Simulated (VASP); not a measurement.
# BN (P6_3mc) in VASP: further runs

BN is run at these levels: PBE; tasks: single point.

The COD entry that gives the cell may itself be a prediction, so a difference from it is no test against experiment.

All numbers are computed with VASP 6.6.1; they aren't measurements. Logs are shortened: lines on timing, memory, paths and dates and some standing lists are left out, and cuts for length are marked.

**1. The cell of the first run**

The structure is hexagonal, space group P6_3mc (No. 186). Conventional cell: a = 2.559 Å, b = 2.559 Å, c = 8.409 Å, α = 90.00°, β = 90.00°, γ = 120.00°. Within 2.1 Å of B (site symmetry 3m) lie 4 N at 1.57 Å. Within 2.1 Å of B (site symmetry 3m) lie 4 N at 1.57 to 1.58 Å. Within 2.1 Å of N (site symmetry 3m) lie 4 B at 1.57 Å. Within 2.1 Å of N (site symmetry 3m) lie 4 B at 1.57 to 1.58 Å.

**2. Single point, PBE**

Input file INCAR:

```
PREC = Accurate
ENCUT = 520
EDIFF = 1E-6
ISMEAR = 0
SIGMA = 0.1
LREAL = F
LASPH = T
NELM = 80
ALGO = Normal
ISIF = 2
LWAVE = F
LCHARG = F
GGA = PE
NBANDS = 26
```

Input file KPOINTS:

```
regular mesh
0
Gamma
  6 6 2
```

Input file POSCAR:

```
BN
1.0
    2.5585553649      0.0000000000      0.0000000000
   -1.2792776824      2.2157739430      0.0000000000
    0.0000000000      0.0000000000      8.4091843599
B N
4 4
Direct
    0.0000000000      0.0000000000      0.0933732173
    0.0000000000      0.0000000000      0.5933732173
    0.3333333333      0.6666666667      0.3440583362
    0.6666666667      0.3333333333      0.8440583362
    0.0000000000      1.0000000000      0.4067451358
    0.0000000000      0.0000000000      0.9067451358
    0.3333333333      0.6666666667      0.1558233107
    0.6666666667      0.3333333333      0.6558233107
```

Potentials or basis: VASP PAW PBE potentials, release 64 (B, N).

Run with:

```sh
$ cat potpaw_PBE.64/B/POTCAR potpaw_PBE.64/N/POTCAR > POTCAR
$ mpirun -np 1 vasp_std > vasp.out
```

OUTCAR:

```text
PREC = Accurate
   ENCUT = 520
   EDIFF = 1E-6
   ISMEAR = 0
   LREAL = F
   LASPH = T
   NELM = 80
   ISIF = 2
   GGA = PE

 ion  position               nearest neighbor table
   1  0.000  0.000  0.093-   7 1.57   7 1.57   7 1.57   6 1.57
   2  0.000  0.000  0.593-   8 1.57   8 1.57   8 1.57   5 1.57
   3  0.333  0.667  0.344-   5 1.57   5 1.57   5 1.57   7 1.58
   4  0.667  0.333  0.844-   6 1.57   6 1.57   6 1.57   8 1.58
   5  0.000  0.000  0.407-   3 1.57   3 1.57   3 1.57   2 1.57
   6  0.000  0.000  0.907-   4 1.57   4 1.57   4 1.57   1 1.57
   7  0.333  0.667  0.156-   1 1.57   1 1.57   1 1.57   3 1.58
   8  0.667  0.333  0.656-   2 1.57   2 1.57   2 1.57   4 1.58

  LATTYP: Found a hexagonal cell.
 ALAT       =     2.5585553649
 C/A-ratio  =     3.2866923559

  Lattice vectors:

 A1 = (   2.5585553649,   0.0000000000,   0.0000000000)
 A2 = (  -1.2792776824,   2.2157739430,   0.0000000000)
 A3 = (   0.0000000000,   0.0000000000,   8.4091843599)

Analysis of symmetry for initial positions (statically):
=====================================================================
 Subroutine PRICEL returns:
 Original cell was already a primitive cell.

 Routine SETGRP: Setting up the symmetry group for a
 hexagonal supercell.

 Subroutine GETGRP returns: Found 12 space group operations
 (whereof  6 operations were pure point group operations)
 out of a pool of 24 trial point group operations.

The static configuration has the point symmetry C_3v.
 The point group associated with its full space group is C_6v.

Analysis of symmetry for dynamics (positions and initial velocities):
=====================================================================
 Subroutine PRICEL returns:
 Original cell was already a primitive cell.

 Routine SETGRP: Setting up the symmetry group for a
 hexagonal supercell.

 Subroutine GETGRP returns: Found 12 space group operations
 (whereof  6 operations were pure point group operations)
 out of a pool of 24 trial point group operations.

The dynamic configuration has the point symmetry C_3v.
 The point group associated with its full space group is C_6v.

 Subroutine INISYM returns: Found 12 space group operations
 (whereof  6 operations are pure point group operations),
 and found     1 'primitive' translations

----------------------------------------------------------------------------------------

                                     Primitive cell

  volume of cell :      47.6732

  direct lattice vectors                    reciprocal lattice vectors
     2.558555365  0.000000000  0.000000000     0.390845558  0.225654788  0.000000000
    -1.279277682  2.215773943  0.000000000     0.000000000  0.451309577  0.000000000
     0.000000000  0.000000000  8.409184360     0.000000000  0.000000000  0.118917597

  length of vectors
     2.558555365  2.558555365  8.409184360     0.451309577  0.451309577  0.118917597

  position of ions in fractional coordinates (direct lattice)
     0.000000000  0.000000000  0.093373217
     0.000000000  0.000000000  0.593373217
     0.333333333  0.666666667  0.344058336
     0.666666667  0.333333333  0.844058336
     0.000000000  0.000000000  0.406745136
     0.000000000  0.000000000  0.906745136
     0.333333333  0.666666667  0.155823311
     0.666666667  0.333333333  0.655823311

  ion indices of the primitive-cell ions
   primitive index   ion index
                 1           1
                 2           2
                 3           3
                 4           4
                 5           5
                 6           6
                 7           7
                 8           8

----------------------------------------------------------------------------------------

 KPOINTS: regular mesh

Automatic generation of k-mesh.
 Grid dimensions read from file:
 generate k-points for:    6    6    2

 Generating k-lattice:

  Cartesian coordinates                     Fractional coordinates (reciprocal lattice)
     0.065140926  0.037609131  0.000000000     0.166666667 -0.000000000  0.000000000
[... 59 lines left out ...]
      4      -7.3979      2.00000
      5      -3.0390      2.00000
      6      -2.4936      2.00000
[... 18 lines left out ...]
     25      20.8007      0.00000
     26      21.3403      0.00000

 k-point     5 :       0.1667    0.1667    0.0000
  band No.  band energies     occupation
      1     -11.1104      2.00000
      2      -9.8157      2.00000
      3      -9.7424      2.00000
      4      -7.5496      2.00000
      5      -1.6310      2.00000
      6       0.6144      2.00000
[... 18 lines left out ...]
     25      19.7347      0.00000
     26      20.0690      0.00000

 k-point     6 :       0.3333    0.1667    0.0000
  band No.  band energies     occupation
      1      -9.1286      2.00000
      2      -8.2245      2.00000
      3      -8.1581      2.00000
      4      -7.0966      2.00000
      5      -2.0932      2.00000
      6      -1.5480      2.00000
[... 137 lines left out ...]
 k-point    11 :       0.5000    0.0000    0.5000
  band No.  band energies     occupation
      1      -8.5748      2.00000
      2      -8.5748      2.00000
      3      -7.6501      2.00000
      4      -7.6501      2.00000
      5      -2.5546      2.00000
      6      -2.5546      2.00000
[... 18 lines left out ...]
     25      19.1055      0.00000
     26      19.1055      0.00000

 k-point    12 :       0.1667    0.1667    0.5000
  band No.  band energies     occupation
      1     -10.7653      2.00000
      2     -10.7653      2.00000
      3      -8.3968      2.00000
      4      -8.3968      2.00000
      5      -0.6161      2.00000
      6      -0.6161      2.00000
[... 18 lines left out ...]
     25      19.6359      0.00000
     26      19.6362      0.00000

 k-point    13 :       0.3333    0.1667    0.5000
  band No.  band energies     occupation
      1      -8.8701      2.00000
      2      -8.8701      2.00000
      3      -7.4313      2.00000
      4      -7.4313      2.00000
      5      -1.8423      2.00000
      6      -1.8423      2.00000
[... 18 lines left out ...]
     25      20.4274      0.00000
     26      20.4274      0.00000

 k-point    14 :       0.3333    0.3333    0.5000
  band No.  band energies     occupation
      1      -7.5887      2.00000
      2      -7.5887      2.00000
      3      -7.4854      2.00000
      4      -7.4854      2.00000
      5      -1.6539      2.00000
      6      -1.6539      2.00000
[... 18 lines left out ...]
     25      21.6734      0.00000
     26      21.6847      0.00000

------------------------ aborting loop because EDIFF is reached ----------------------------------------

  FORCE on cell =-STRESS in cart. coord.  units (eV):
  Direction    XX          YY          ZZ          XY          YZ          ZX
  --------------------------------------------------------------------------------------
  -------------------------------------------------------------------------------------
  Total        0.0939520      0.0939520      0.0532739      0.0000000      0.0000000      0.0000000
  in kB        3.1574942      3.1574942      1.7904029      0.0000000      0.0000000      0.0000000
  external PRESSURE =       2.7017971 kB  Pullay stress =       0.0000000 kB

 VOLUME and BASIS-vectors are now :
 -----------------------------------------------------------------------------
  energy-cutoff  :      520.00
  volume of cell :       47.67
      direct lattice vectors                 reciprocal lattice vectors
     2.558555365  0.000000000  0.000000000     0.390845558  0.225654788  0.000000000
    -1.279277682  2.215773943  0.000000000     0.000000000  0.451309577  0.000000000
     0.000000000  0.000000000  8.409184360     0.000000000  0.000000000  0.118917597

 POSITION                                       TOTAL-FORCE (eV/Angst)
 -----------------------------------------------------------------------------------
      0.00000      0.00000      0.78519        -0.000000      0.000000      0.002916
      0.00000      0.00000      4.98978         0.000000      0.000000      0.002916
     -0.00000      1.47718      2.89325         0.000000     -0.000000      0.002634
      1.27928      0.73859      7.09784         0.000000     -0.000000      0.002634
      0.00000      0.00000      3.42039         0.000000      0.000000     -0.002713
      0.00000      0.00000      7.62499         0.000000      0.000000     -0.002713
     -0.00000      1.47718      1.31035         0.000000     -0.000000     -0.002837
      1.27928      0.73859      5.51494        -0.000000      0.000000     -0.002837
 -----------------------------------------------------------------------------------
    total drift:                               -0.000000     -0.000000      0.000214

  FREE ENERGIE OF THE ION-ELECTRON SYSTEM (eV)
  ---------------------------------------------------
  free  energy   TOTEN  =       -69.7384050272 eV

  energy  without entropy=      -69.7384050272  energy(sigma->0) =      -69.73840503
```

Run time: 13 s. Hardware: 1 thread of Intel Xeon Platinum 8488C (Sapphire Rapids), shared host; peak memory 0.16 GiB.

What came out:

| Item | Value |
| --- | --- |
| Free energy | -69.7384 eV |
| Pressure | 0.3 GPa |
| Band gap on the k mesh | 5.49 eV, indirect (least direct gap 7.50 eV) |

Forces on the atoms (eV/Å):
```
B    0.000  0.000  0.003
B    0.000  0.000  0.003
B    0.000  0.000  0.003
B    0.000  0.000  0.003
N    0.000  0.000 -0.003
N    0.000  0.000 -0.003
N    0.000  0.000 -0.003
N    0.000  0.000 -0.003
```

Levels at points of the mesh, in eV from the valence-band top:
| k point | band 13 | band 14 | band 15 | band 16 | band 17 | band 18 | band 19 | band 20 |
| --- | --- | --- | --- | --- | --- | --- | --- | --- |
| (0.00, 0.00, 0.00) | -1.09 | -0.13 | 0.00 | 0.00 | 8.56 | 8.56 | 8.70 | 9.21 |
| (0.50, 0.00, 0.00) | -3.65 | -3.46 | -2.58 | -2.01 | 5.49 | 5.85 | 7.99 | 9.34 |
| (0.00, 0.00, 0.50) | -0.37 | -0.37 | -0.37 | -0.37 | 9.03 | 9.03 | 9.03 | 9.03 |
| (0.50, 0.00, 0.50) | -3.44 | -3.44 | -2.57 | -2.57 | 5.98 | 5.98 | 8.33 | 8.33 |

Caveat: the k points lie up to 0.47 Å⁻¹ apart.

**3. Single point, PBE**

This run uses another cell than the first one, of 4.99 Å³/atom, 0.838 times its volume.

Input file INCAR:

```
SYSTEM = BN
ALGO = Normal
EDIFF = 1E-6
ENCUT = 520
GGA = PE
ISIF = 2
ISMEAR = 0
LASPH = .True.
LCHARG = .False.
LREAL = .False.
LWAVE = .False.
NBANDS = 26
NELM = 60
PREC = Accurate
SIGMA = 0.1
```

Input file KPOINTS:

```
k-points
0
Gamma
  12 12 2
  0 0 0
```

Input file POSCAR:

```
BN
1.0
    2.4168338500      0.0000000000      0.0000000000
   -1.2084169300      2.0930395100      0.0000000000
    0.0000000000      0.0000000000      7.8933073800
B N
4 4
Direct
    0.0000000000      0.0000000000      0.0937500000
    0.0000000000      0.0000000000      0.5937500000
    0.3333333300      0.6666666700      0.3437500000
    0.6666666700      0.3333333300      0.8437500000
    0.0000000000      0.0000000000      0.4062500000
    0.0000000000      0.0000000000      0.9062500000
    0.3333333300      0.6666666700      0.1562500000
    0.6666666700      0.3333333300      0.6562500000
```

Potentials or basis: VASP PAW PBE potentials, release 64 (B, N).

Run with:

```sh
$ cat potpaw_PBE.64/B/POTCAR potpaw_PBE.64/N/POTCAR > POTCAR
$ mpirun -np 1 vasp_std > vasp.out
```

Run time: 24 s. Hardware: 1 thread of Intel Xeon Platinum 8488C (Sapphire Rapids), shared host; peak memory 0.16 GiB.

Results (log left out):

- Free energy: -67.7825 eV
- Pressure: 91.9 GPa
- Largest force: 0.285 eV/Å
- Band gap on the k mesh: 5.90 eV, indirect (least direct gap 8.25 eV)

Forces on the atoms (eV/Å):
```
B    0.000  0.000 -0.194
B    0.000  0.000 -0.194
B    0.000  0.000  0.153
B    0.000  0.000  0.153
N    0.000  0.000  0.285
N    0.000  0.000  0.285
N    0.000  0.000 -0.245
N    0.000  0.000 -0.245
```

Stress tensor (GPa, compression positive):
```
88.73  0.00  0.00
 0.00 88.73  0.00
 0.00  0.00 98.31
```

Levels at points of the mesh, in eV from the valence-band top:
```tsv
k point	band 14	band 15	band 16	band 17	band 18	band 19
(0.00, 0.00, 0.00)	-0.12	0.00	0.00	9.28	9.28	9.77
(0.50, 0.00, 0.00)	-3.97	-3.09	-2.36	5.90	6.33	8.65
(0.00, 0.00, 0.50)	-0.46	-0.46	-0.46	9.83	9.83	9.83
(0.50, 0.00, 0.50)	-4.04	-3.06	-3.06	6.41	6.41	9.16
```

A k mesh can miss the band edges. PBE gaps usually lie below the measured ones, often by a third to a half.

**4. Single point, PBE**

Input file INCAR:

```
SYSTEM = BN
PREC = Accurate ; ENCUT = 520
EDIFF = 1E-6 ; ISMEAR = 0
SIGMA = 0.1 ; LREAL = .False.
LASPH = .True. ; NELM = 100
ALGO = Normal ; ISIF = 2
LWAVE = .False. ; LCHARG = .True.
GGA = PE ; LELF = .True.
LVHAR = .True. ; NBANDS = 26
```

Input file KPOINTS:

```
Automatic mesh
0
Gamma
  12 12 2
  0 0 0
```

Input file POSCAR:

```
BN
1.0
    2.5580718705      0.0000000031      0.0000000000
   -1.2790359379      2.2153552230      0.0000000000
    0.0000000000      0.0000000000      8.4075283256
B N
4 4
Direct
    0.0000000000      0.0000000000      0.0933738388
    0.0000000000      0.0000000000      0.5933738388
    0.3333333333      0.6666666667      0.3440557141
    0.6666666667      0.3333333333      0.8440557141
    0.0000000000      0.0000000000      0.4067467355
    0.0000000000      0.0000000000      0.9067467355
    0.3333333333      0.6666666667      0.1558237116
    0.6666666667      0.3333333333      0.6558237116
```

Run with:

```sh
$ cat potpaw_PBE.64/B/POTCAR potpaw_PBE.64/N/POTCAR > POTCAR
$ mpirun -np 1 vasp_std > vasp.out
```

It took 32 s on 1 thread of Intel Xeon Platinum 8488C (Sapphire Rapids), shared host; peak memory 0.17 GiB.

It converged, with:

- Free energy: -69.7465 eV
- Pressure: 0.5 GPa
- Band gap on the k mesh: 5.50 eV, indirect (least direct gap 7.51 eV)

Levels at points of the mesh, in eV from the valence-band top:
| k point | band 14 | band 15 | band 16 | band 17 | band 18 | band 19 |
| --- | --- | --- | --- | --- | --- | --- |
| (0.00, 0.00, 0.00) | -0.13 | 0.00 | 0.00 | 8.56 | 8.56 | 8.71 |
| (0.50, 0.00, 0.00) | -3.46 | -2.58 | -2.01 | 5.50 | 5.86 | 7.99 |
| (0.00, 0.00, 0.50) | -0.37 | -0.37 | -0.37 | 9.03 | 9.03 | 9.03 |
| (0.50, 0.00, 0.50) | -3.44 | -2.57 | -2.57 | 5.98 | 5.98 | 8.34 |

A k mesh can miss the band edges. As with any semilocal functional, this PBE gap is likely too small.

**5. Single point, PBE**

Edit INCAR of step 4 so:

```diff
@@ -3,4 +3,4 @@
 EDIFF = 1E-6 ; ISMEAR = 0
-SIGMA = 0.1 ; LREAL = .False.
-LASPH = .True. ; NELM = 100
+SIGMA = 0.02 ; LREAL = .False.
+LASPH = .True. ; NELM = 80
 ALGO = Normal ; ISIF = 2
```

Input file KPOINTS:

```
regular mesh
0
Gamma
  12 12 4
  0 0 0
```

Input file POSCAR:

```
BN
1.0
    2.5585553649      0.0000000000      0.0000000000
   -1.2792776824      2.2157739430      0.0000000000
    0.0000000000      0.0000000000      8.4091843599
B N
4 4
Direct
    0.0000000000      0.0000000000      0.0933732173
    0.0000000000      0.0000000000      0.5933732173
    0.3333333333      0.6666666667      0.3440583362
    0.6666666667      0.3333333333      0.8440583362
    0.0000000000      0.0000000000      0.4067451358
    0.0000000000      0.0000000000      0.9067451358
    0.3333333333      0.6666666667      0.1558233107
    0.6666666667      0.3333333333      0.6558233107
```

Run with:

```sh
$ cat potpaw_PBE.64/B/POTCAR potpaw_PBE.64/N/POTCAR > POTCAR
$ mpirun -np 1 vasp_std > vasp.out
```

Run time: 50 s. Hardware: 1 thread of Intel Xeon Platinum 8488C (Sapphire Rapids), shared host; peak memory 0.18 GiB.

It converged, with:

```yaml
Free_energy: -69.7467 eV
Pressure: 0.2 GPa
Band_gap_on_the_k_mesh: 5.49 eV, indirect (least direct gap 7.50 eV)
```

Levels at points of the mesh, in eV from the valence-band top:
```csv
k point,band 12,band 13,band 14,band 15,band 16,band 17,band 18,band 19,band 20,band 21
"(0.00, 0.00, 0.00)",-1.09,-1.09,-0.13,0.00,0.00,8.56,8.56,8.70,9.21,9.68
"(0.50, 0.00, 0.00)",-3.71,-3.65,-3.46,-2.58,-2.01,5.49,5.85,7.99,9.34,9.85
"(0.00, 0.00, 0.50)",-1.78,-0.37,-0.37,-0.37,-0.37,9.03,9.03,9.03,9.03,9.12
"(0.50, 0.00, 0.50)",-4.57,-3.44,-3.44,-2.57,-2.57,5.98,5.98,8.33,8.33,10.48
```

A k mesh can miss the band edges. A hybrid or GW would open this gap; PBE tends to underestimate it.

**6. Single point, PBE**

Input file INCAR:

```
SYSTEM = BN
  ALGO = Normal
  EDIFF = 1E-7
  ENCUT = 520
  GGA = PE
  ISIF = 2
  ISMEAR = 0
  LASPH = .True.
  LCHARG = .False.
  LREAL = .False.
  LWAVE = .False.
  NBANDS = 26
  NELM = 100
  PREC = Accurate
  SIGMA = 0.01
```

Input file KPOINTS:

```
k-points
0
Gamma
  12 12 4
  0 0 0
```

POSCAR is that of step 5.

Potentials or basis: VASP PAW PBE potentials, release 64 (B, N).

Run with:

```sh
$ cat potpaw_PBE.64/B/POTCAR potpaw_PBE.64/N/POTCAR > POTCAR
$ mpirun -np 1 vasp_std > vasp.out
```

Run time: 47 s. Hardware: 1 thread of Intel Xeon Platinum 8488C (Sapphire Rapids), shared host; peak memory 0.19 GiB.

The run converged. Its results:

* Free energy: -69.7467 eV
* Pressure: 0.2 GPa
* Band gap on the k mesh: 5.49 eV, indirect (least direct gap 7.50 eV)

Levels at points of the mesh, in eV from the valence-band top:
| k point | band 12 | band 13 | band 14 | band 15 | band 16 | band 17 | band 18 | band 19 | band 20 | band 21 |
| --- | --- | --- | --- | --- | --- | --- | --- | --- | --- | --- |
| (0.00, 0.00, 0.00) | -1.09 | -1.09 | -0.13 | 0.00 | 0.00 | 8.56 | 8.56 | 8.70 | 9.21 | 9.68 |
| (0.50, 0.00, 0.00) | -3.71 | -3.65 | -3.46 | -2.58 | -2.01 | 5.49 | 5.85 | 7.99 | 9.34 | 9.85 |
| (0.00, 0.00, 0.50) | -1.78 | -0.37 | -0.37 | -0.37 | -0.37 | 9.03 | 9.03 | 9.03 | 9.03 | 9.12 |
| (0.50, 0.00, 0.50) | -4.57 | -3.44 | -3.44 | -2.57 | -2.57 | 5.98 | 5.98 | 8.33 | 8.33 | 10.48 |

A k mesh can miss the band edges.

**7. Overview**

| cell | k mesh | smearing | gap on the mesh (eV) | pressure (GPa) |
| --- | --- | --- | --- | --- |
| a = 2.559, b = 2.559, c = 8.409 Å, angles 90.0, 90.0, 120.0°, 8 atoms | 6 × 6 × 2 | gaussian 0.1 eV | 5.49 | 0.3 |
| a = 2.417, b = 2.417, c = 7.893 Å, angles 90.0, 90.0, 120.0°, 8 atoms | 12 × 12 × 2 | gaussian 0.1 eV | 5.90 | 91.9 |
| a = 2.558, b = 2.558, c = 8.408 Å, angles 90.0, 90.0, 120.0°, 8 atoms | 12 × 12 × 2 | gaussian 0.1 eV | 5.50 | 0.5 |
| a = 2.559, b = 2.559, c = 8.409 Å, angles 90.0, 90.0, 120.0°, 8 atoms | 12 × 12 × 4 | gaussian 0.02 eV | 5.49 | 0.2 |
| a = 2.559, b = 2.559, c = 8.409 Å, angles 90.0, 90.0, 120.0°, 8 atoms | 12 × 12 × 4 | gaussian 0.01 eV | 5.49 | 0.2 |

Alike in all rows: task single point; level PBE; potentials or basis VASP PAW PBE potentials, release 64 (B, N); no spin polarisation; cutoff (eV) 520.

Caveats: some runs use coarse meshes.

Total energies depend on the potentials used, so only differences within one code and one set of settings carry meaning.
